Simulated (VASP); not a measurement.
# Zn3PbO (Pm-3m) in VASP: a series of runs

Zn3PbO is run at these levels: PBE; tasks: vibrations by perturbation theory.

All numbers are computed with VASP 6.6.1; they aren't measurements. Logs are shortened: lines on timing, memory, paths and dates and some standing lists are left out, and cuts for length are marked.

### 1 The cell of the first run

Symmetry: Pm-3m, No. 221, cubic system. The conventional cell has a = 4.376 Å, b = 4.376 Å, c = 4.376 Å, α = 90.00°, β = 90.00°, γ = 90.00°. Within 2.9 Å of Zn (site symmetry 4/mmm) lie 2 O at 2.19 Å. Pb (site symmetry m-3m) has 12 Zn at 3.09 Å and 8 O at 3.79 Å within 4.1 Å. O (site symmetry m-3m) has 6 Zn at 2.19 Å within 2.9 Å.

### 2 Vibrations by perturbation theory, PBE

The input, INCAR:

```
SYSTEM = Zn3PbO
ALGO     = Normal         ! electronic algorithm
EDIFF    = 1E-8           ! SCF threshold, eV
ENCUT    = 520            ! plane-wave cutoff, eV
GGA      = PE             ! functional
IBRION   = 8              ! ionic algorithm
ISIF     = 2              ! what is computed and relaxed
ISMEAR   = -1             ! smearing method
LASPH    = .True.         ! aspherical terms in the spheres
LCHARG   = .True.         ! write CHGCAR
LREAL    = .False.        ! projectors in reciprocal space
LWAVE    = .False.        ! write WAVECAR
NELM     = 60             ! most SCF steps
NSW      = 1              ! ionic steps
PREC     = Accurate       ! precision mode
SIGMA    = 0.15           ! smearing width, eV
```

The input, KPOINTS:

```
k-points
0
Gamma
  8 8 8
  0 0 0
```

The input, POSCAR:

```
Zn3PbO
1.0
    4.3757364227      0.0000000000      0.0000000000
    0.0000000000      4.3757364227      0.0000000000
    0.0000000000      0.0000000000      4.3757364227
Zn Pb O
3 1 1
Direct
    0.0000000000      0.5000000000      0.5000000000
    0.5000000000      0.0000000000      0.5000000000
    0.5000000000      0.5000000000      0.0000000000
    0.0000000000      0.0000000000      0.0000000000
    0.5000000000      0.5000000000      0.5000000000
```

Potentials or basis: VASP PAW PBE potentials, release 64 (Zn, Pb_d, O).

Run with:

```
> cat potpaw_PBE.64/Zn/POTCAR potpaw_PBE.64/Pb_d/POTCAR potpaw_PBE.64/O/POTCAR > POTCAR
> mpirun -np 1 vasp_std > vasp.out
```

OUTCAR:

```text
SYSTEM = Zn3PbO
   EDIFF = 1E-8
   ENCUT = 520
   GGA = PE
   IBRION = 8
   ISIF = 2
   ISMEAR = -1
   LASPH = .True.
   LREAL = .False.
   NELM = 60
   NSW = 1
   PREC = Accurate

 ion  position               nearest neighbor table
   1  0.000  0.500  0.500-   5 2.19   5 2.19   4 3.09   4 3.09   4 3.09   4 3.09
   2  0.500  0.000  0.500-   5 2.19   5 2.19   4 3.09   4 3.09   4 3.09   4 3.09
   3  0.500  0.500  0.000-   5 2.19   5 2.19   4 3.09   4 3.09   4 3.09   4 3.09
   4  0.000  0.000  0.000-   1 3.09   2 3.09   3 3.09   1 3.09   2 3.09   1 3.09   3 3.09   1 3.09
                             2 3.09   3 3.09   2 3.09   3 3.09
   5  0.500  0.500  0.500-   1 2.19   2 2.19   3 2.19   3 2.19   2 2.19   1 2.19

  LATTYP: Found a simple cubic cell.
 ALAT       =     4.3757364227

  Lattice vectors:

 A1 = (   4.3757364227,   0.0000000000,   0.0000000000)
 A2 = (   0.0000000000,   4.3757364227,   0.0000000000)
 A3 = (   0.0000000000,   0.0000000000,   4.3757364227)

Analysis of symmetry for initial positions (statically):
=====================================================================
 Subroutine PRICEL returns:
 Original cell was already a primitive cell.

 Routine SETGRP: Setting up the symmetry group for a
 simple cubic supercell.

 Subroutine GETGRP returns: Found 48 space group operations
 (whereof 48 operations were pure point group operations)
 out of a pool of 48 trial point group operations.

The static configuration has the point symmetry O_h .

Analysis of symmetry for dynamics (positions and initial velocities):
=====================================================================
 Subroutine PRICEL returns:
 Original cell was already a primitive cell.

 Routine SETGRP: Setting up the symmetry group for a
 simple cubic supercell.

 Subroutine GETGRP returns: Found 48 space group operations
 (whereof 48 operations were pure point group operations)
 out of a pool of 48 trial point group operations.

The dynamic configuration has the point symmetry O_h .

 Subroutine INISYM returns: Found 48 space group operations
 (whereof 48 operations are pure point group operations),
 and found     1 'primitive' translations

----------------------------------------------------------------------------------------

                                     Primitive cell

  volume of cell :      83.7825

  direct lattice vectors                    reciprocal lattice vectors
     4.375736423  0.000000000  0.000000000     0.228532961  0.000000000  0.000000000
     0.000000000  4.375736423  0.000000000     0.000000000  0.228532961  0.000000000
     0.000000000  0.000000000  4.375736423     0.000000000  0.000000000  0.228532961

  length of vectors
     4.375736423  4.375736423  4.375736423     0.228532961  0.228532961  0.228532961

  position of ions in fractional coordinates (direct lattice)
     0.000000000  0.500000000  0.500000000
     0.500000000  0.000000000  0.500000000
     0.500000000  0.500000000  0.000000000
     0.000000000  0.000000000  0.000000000
     0.500000000  0.500000000  0.500000000

  ion indices of the primitive-cell ions
   primitive index   ion index
                 1           1
                 2           2
                 3           3
                 4           4
                 5           5

----------------------------------------------------------------------------------------

 KPOINTS: k-points

Automatic generation of k-mesh.
 Grid dimensions read from file:
[... 96 lines left out ...]
 non-spin polarized calculation
  energy-cutoff  :      520.00
  volume of cell :       83.78
 maximum number of plane-waves:      2301
 NGX is ok and might be reduce to    36
   NGX = 17   NGY = 17   NGZ = 17

--------------------------------------- Ionic step        1  -------------------------------------------

 number of electron      55.9999966 magnetization

 Free energy of the ion-electron system (eV)
  ---------------------------------------------------
  ext. energy  EPLUGINS =         0.00000000
  ---------------------------------------------------
  free energy    TOTEN  =       -12.22116318 eV

  energy without entropy =      -12.05882356  energy(sigma->0) =      -12.13999337

 E-fermi :   4.8215     XC(G=0): -11.0589

 val. band max:        4.8153703181   @ k =   0.2500   0.1250   0.0000
 cond. band min:       4.8493725883   @ k =   0.3750   0.3750   0.1250
 fundamental gap:      0.0340022702
 Fermi energy:         4.8214966365

 k-point     1 :       0.0000    0.0000    0.0000
  band No.  band energies     occupation
      1     -14.5698      2.00000
      2     -11.9286      2.00000
      3     -11.9286      2.00000
      4     -11.9076      2.00000
      5     -11.9076      2.00000
      6     -11.9076      2.00000
[... 853 lines left out ...]
     32       8.7360      0.00000
     33       9.9688      0.00000

 [... further k-points ...]
[... 5 lines left out ...]
  --------------------------------------------------------------------------------------
  -------------------------------------------------------------------------------------
  Total        1.1549676      1.1549676      1.1549676     -0.0000000     -0.0000000      0.0000000
  in kB       22.0865020     22.0865020     22.0865020     -0.0000000     -0.0000000      0.0000000
  external PRESSURE =      22.0865020 kB  Pullay stress =       0.0000000 kB

 VOLUME and BASIS-vectors are now :
 -----------------------------------------------------------------------------
  energy-cutoff  :      520.00
  volume of cell :       83.78
      direct lattice vectors                 reciprocal lattice vectors
     4.375736423  0.000000000  0.000000000     0.228532961  0.000000000  0.000000000
     0.000000000  4.375736423  0.000000000     0.000000000  0.228532961  0.000000000
     0.000000000  0.000000000  4.375736423     0.000000000  0.000000000  0.228532961

 POSITION                                       TOTAL-FORCE (eV/Angst)
 -----------------------------------------------------------------------------------
      0.00000      2.18787      2.18787         0.000000      0.000000      0.000000
      2.18787      0.00000      2.18787         0.000000      0.000000      0.000000
      2.18787      2.18787      0.00000         0.000000      0.000000      0.000000
      0.00000      0.00000      0.00000         0.000000      0.000000      0.000000
      2.18787      2.18787      2.18787         0.000000      0.000000      0.000000
 -----------------------------------------------------------------------------------
    total drift:                                0.000000      0.000000      0.000000

  FREE ENERGIE OF THE ION-ELECTRON SYSTEM (eV)
  ---------------------------------------------------
  free  energy   TOTEN  =       -12.2211631792 eV

  energy  without entropy=      -12.0588235601  energy(sigma->0) =      -12.13999337

[... ionic steps 2 to 15 ...]

--------------------------------------- Ionic step       16  -------------------------------------------

 Free energy of the ion-electron system (eV)
  ---------------------------------------------------
  ---------------------------------------------------
  free energy    TOTEN  =        -0.37062980 eV

  energy without entropy =       -0.37062982

------------------------ aborting loop because EDIFF is reached ----------------------------------------

 INTERNAL STRAIN TENSOR  FOR ION    5  DIRECTION 1   (eV/Angst):
 -----------------------------------------------------------------------------
    -0.11567 -0.00000  0.00000
     0.00000  0.03025  0.00000
     0.00000  0.00000  0.03025

 INTERNAL STRAIN TENSOR FOR ION    5 for displacements in x,y,z  (eV/Angst):
          X           Y           Z          XY          YZ          ZX
  --------------------------------------------------------------------------------
  x     0.00000     0.00000     0.00000     0.00000     0.00000     0.00000
  y     0.00000     0.00000     0.00000     0.00000     0.00000     0.00000
  z     0.00000     0.00000     0.00000     0.00000     0.00000     0.00000

 SECOND DERIVATIVES (NOT SYMMETRIZED)
 ------------------------------------
               1X          1Y          1Z          2X          2Y          2Z          3X          3Y          3Z          4X          4Y          4Z          5X          5Y          5Z
  1X    -3.919552    0.000000   -0.000000    0.893553    0.000000    0.000000    0.893553   -0.000000   -0.000000   -0.307812    0.000000    0.000000    2.440259    0.000000   -0.000000
  1Y     0.000000   -0.100276    0.000000    0.000000    0.891223    0.000000    0.000000   -0.415664    0.000000    0.000000    1.193573    0.000000    0.000000   -1.568855    0.000000
  1Z     0.000000    0.000000   -0.100276    0.000000    0.000000   -0.415664    0.000000    0.000000    0.891223    0.000000    0.000000    1.193573    0.000000    0.000000   -1.568855
  2X     0.891223    0.000000    0.000000   -0.100276    0.000000    0.000000   -0.415664    0.000000    0.000000    1.193573    0.000000    0.000000   -1.568855    0.000000    0.000000
  2Y     0.000000    0.893553   -0.000000   -0.000000   -3.919552   -0.000000    0.000000    0.893553    0.000000   -0.000000   -0.307812    0.000000    0.000000    2.440259    0.000000
  2Z     0.000000    0.000000   -0.415664    0.000000    0.000000   -0.100276    0.000000    0.000000    0.891223    0.000000    0.000000    1.193573    0.000000    0.000000   -1.568855
  3X     0.891223    0.000000    0.000000   -0.415664    0.000000    0.000000   -0.100276    0.000000    0.000000    1.193573    0.000000    0.000000   -1.568855    0.000000    0.000000
  3Y     0.000000   -0.415664    0.000000    0.000000    0.891223    0.000000    0.000000   -0.100276    0.000000    0.000000    1.193573    0.000000    0.000000   -1.568855    0.000000
  3Z     0.000000   -0.000000    0.893553   -0.000000    0.000000    0.893553    0.000000    0.000000   -3.919552   -0.000000   -0.000000   -0.307812    0.000000    0.000000    2.440259
  4X    -0.325993    0.000000   -0.000000    1.180960    0.000000   -0.000000    1.180960    0.000000    0.000000   -2.885017   -0.000000    0.000000    0.849090   -0.000000   -0.000000
  4Y    -0.000000    1.180960    0.000000   -0.000000   -0.325993    0.000000   -0.000000    1.180960   -0.000000    0.000000   -2.885017   -0.000000   -0.000000    0.849090   -0.000000
  4Z    -0.000000    0.000000    1.180960    0.000000    0.000000    1.180960    0.000000   -0.000000   -0.325993    0.000000    0.000000   -2.885017   -0.000000   -0.000000    0.849090
  5X     2.427052    0.000000    0.000000   -1.592994   -0.000000    0.000000   -1.592994   -0.000000   -0.000000    0.845768    0.000000    0.000000   -0.086833   -0.000000    0.000000
  5Y    -0.000000   -1.592994   -0.000000    0.000000    2.427052    0.000000   -0.000000   -1.592994   -0.000000    0.000000    0.845768    0.000000    0.000000   -0.086833   -0.000000
  5Z    -0.000000   -0.000000   -1.592994   -0.000000   -0.000000   -1.592994    0.000000    0.000000    2.427052   -0.000000    0.000000    0.845768    0.000000    0.000000   -0.086833

 Eigenvectors and eigenvalues of the dynamical matrix
 ----------------------------------------------------

   1 f  =    5.864479 THz    36.847610 2PiTHz  195.617972 cm-1    24.253527 meV
             X         Y         Z           dx          dy          dz
      0.000000  2.187868  2.187868    -0.665094    0.001292    0.000000
      2.187868  0.000000  2.187868     0.299493   -0.002868    0.000000
      2.187868  2.187868  0.000000     0.299493    0.001292   -0.000000
      0.000000  0.000000  0.000000    -0.132185   -0.000570   -0.000000
      2.187868  2.187868  2.187868     0.600639    0.002590   -0.000000
[... 105 lines left out ...]
  15 f/i=    4.349681 THz    27.329855 2PiTHz  145.089756 cm-1    17.988829 meV
             X         Y         Z           dx          dy          dz
      0.000000  2.187868  2.187868     0.343795    0.019390   -0.001385
      2.187868  0.000000  2.187868    -0.381010   -0.017496   -0.001385
      2.187868  2.187868  0.000000    -0.381010    0.019390    0.001250
      0.000000  0.000000  0.000000     0.028226   -0.001436    0.000103
      2.187868  2.187868  2.187868     0.766860   -0.039027    0.002788

--------------------------------------------------------------------------------------------------------

 ELASTIC MODULI CONTR FROM IONIC RELAXATION (kBar)
 Direction    XX          YY          ZZ          XY          YZ          ZX
 --------------------------------------------------------------------------------
 XX           0.0000      0.0000      0.0000      0.0000      0.0000      0.0000
 YY           0.0000      0.0000      0.0000      0.0000      0.0000      0.0000
 ZZ           0.0000      0.0000      0.0000      0.0000      0.0000      0.0000
 XY           0.0000      0.0000      0.0000      0.0000      0.0000      0.0000
 YZ           0.0000      0.0000      0.0000      0.0000      0.0000      0.0000
 ZX           0.0000      0.0000      0.0000      0.0000      0.0000      0.0000
 --------------------------------------------------------------------------------
```

It took 41 min on 1 thread of Oxide Virtual Turin-like, shared host; peak memory 0.76 GiB.

What came out:

| Quantity | Value |
| --- | --- |
| Highest phonon frequency at Γ, LO-TO splitting left out | 196 cm⁻¹ |
| Most unstable mode | 145i cm⁻¹ |

Phonon frequencies in cm⁻¹ (negative: imaginary):
| q point | frequencies |
| --- | --- |
| (0.000, 0.000, 0.000) | -145 -145 -145 -36 -36 -36 0 0 0 81 81 81 196 196 196 |

Caveat: the cell stands under pressure or tension, which shifts response properties; some modes are imaginary; spin-orbit coupling is left out, which moves the levels of the heavy elements.

### 3 Vibrations by perturbation theory, PBE

This run uses another cell than the first one, of 17.24 Å³/atom.

The input, INCAR:

```
SYSTEM = Zn3PbO
  ALGO = Normal
  EDIFF = 1E-8
  ENCUT = 520
  GGA = PE
  IBRION = 8
  ISIF = 2
  ISMEAR = -1
  LASPH = .TRUE.
  LCHARG = .TRUE.
  LREAL = .FALSE.
  LWAVE = .FALSE.
  NBANDS = 36
  NELM = 100
  NSW = 1
  PREC = Accurate
  SIGMA = 0.15
```

The input, KPOINTS:

```
k-points
0
G
  8 8 8
  0 0 0
```

Changes to POSCAR since step 2:

```diff
@@ -2,5 +2,5 @@
 1.0
-    4.3757364227      0.0000000000      0.0000000000
-    0.0000000000      4.3757364227      0.0000000000
-    0.0000000000      0.0000000000      4.3757364227
+    4.4174435494      0.0000000000      0.0000000000
+    0.0000000000      4.4174435494      0.0000000000
+    0.0000000000      0.0000000000      4.4174435494
 Zn Pb O
```

Potentials or basis: VASP PAW PBE potentials, release 64 (Zn, Pb_d, O).

Run with:

```
> cat potpaw_PBE.64/Zn/POTCAR potpaw_PBE.64/Pb_d/POTCAR potpaw_PBE.64/O/POTCAR > POTCAR
> mpirun -np 1 vasp_std > vasp.out
```

OUTCAR:

```text
SYSTEM = Zn3PbO
   EDIFF = 1E-8
   ENCUT = 520
   GGA = PE
   IBRION = 8
   ISIF = 2
   ISMEAR = -1
   LASPH = .TRUE.
   LREAL = .FALSE.
   NELM = 100
   NSW = 1
   PREC = Accurate

 ion  position               nearest neighbor table
   1  0.000  0.500  0.500-   5 2.21   5 2.21   4 3.12   4 3.12   4 3.12   4 3.12
   2  0.500  0.000  0.500-   5 2.21   5 2.21   4 3.12   4 3.12   4 3.12   4 3.12
   3  0.500  0.500  0.000-   5 2.21   5 2.21   4 3.12   4 3.12   4 3.12   4 3.12
   4  0.000  0.000  0.000-   1 3.12   2 3.12   3 3.12   1 3.12   2 3.12   1 3.12   3 3.12   1 3.12
                             2 3.12   3 3.12   2 3.12   3 3.12
[... 1219 lines left out ...]
 ----------------------------------------------------

   1 f  =    5.028912 THz    31.597589 2PiTHz  167.746463 cm-1    20.797901 meV
             X         Y         Z           dx          dy          dz
      0.000000  2.208722  2.208722     0.653507   -0.037889   -0.000000
      2.208722  0.000000  2.208722    -0.340099    0.072803   -0.000000
      2.208722  2.208722  0.000000    -0.340099   -0.037889   -0.000000
      0.000000  0.000000  0.000000     0.165416    0.018428   -0.000000
      2.208722  2.208722  2.208722    -0.549520   -0.061219    0.000000
[... 105 lines left out ...]
  15 f/i=    4.472334 THz    28.100501 2PiTHz  149.180990 cm-1    18.496077 meV
             X         Y         Z           dx          dy          dz
      0.000000  2.208722  2.208722    -0.249466   -0.136986   -0.000000
      2.208722  0.000000  2.208722     0.352229    0.097021    0.000000
      2.208722  2.208722  0.000000     0.352229   -0.136986    0.000000
      0.000000  0.000000  0.000000    -0.043890    0.017069   -0.000000
      2.208722  2.208722  2.208722    -0.745875    0.290080   -0.000000

--------------------------------------------------------------------------------------------------------

 ELASTIC MODULI CONTR FROM IONIC RELAXATION (kBar)
 Direction    XX          YY          ZZ          XY          YZ          ZX
 --------------------------------------------------------------------------------
 XX           0.0000      0.0000      0.0000      0.0000      0.0000      0.0000
 YY           0.0000      0.0000      0.0000      0.0000      0.0000      0.0000
 ZZ           0.0000      0.0000      0.0000      0.0000      0.0000      0.0000
 XY           0.0000      0.0000      0.0000      0.0000      0.0000      0.0000
 YZ           0.0000      0.0000      0.0000      0.0000      0.0000      0.0000
 ZX           0.0000      0.0000      0.0000      0.0000      0.0000      0.0000
 --------------------------------------------------------------------------------
```

It took 37 min on 1 thread of Oxide Virtual Turin-like, shared host; peak memory 0.81 GiB.

What came out:

```
Highest phonon frequency at Γ, LO-TO splitting left out : 168 cm⁻¹
Most unstable mode                                      : 149i cm⁻¹
```

Phonon frequencies in cm⁻¹ (negative: imaginary):
| q point | frequencies |
| --- | --- |
| (0.000, 0.000, 0.000) | -149 -149 -149 -48 -48 -48 0 0 0 73 73 73 168 168 168 |

Caveat: some modes are imaginary; spin-orbit coupling is left out, which moves the levels of the heavy elements.
